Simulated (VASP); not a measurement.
Runs of VASP 6.6.1 on Mg2O5 (cubic X2O5 type). The structure is that of space group Pn-3m (No. 224), or close to it. The cells are those of the table. 

```tsv
cell	gap on the mesh (eV)	pressure (GPa)
a = 5.179 Å, 14 atoms	none	-0.7
a = 5.144 Å, 14 atoms	none	1.8
a = 5.073 Å, 14 atoms	none	(a)
a = 5.109 Å, 14 atoms	none	4.6
```

Alike in all rows: task single point; level PBE; potentials or basis VASP PAW PBE potentials, release 64 (Mg, O); no spin polarisation; k mesh 7 × 7 × 7; cutoff (eV) 520; smearing fermi-dirac 0.0612256 eV.

**Question.** Fill in the values left out.

**Answer.** (a) 7.7.

Caveats: semilocal functionals underestimate gaps, so a narrow gap can read as zero; the cell stands under pressure (at least some runs).

A gap of «none» marks levels without a gap at the run's occupations.
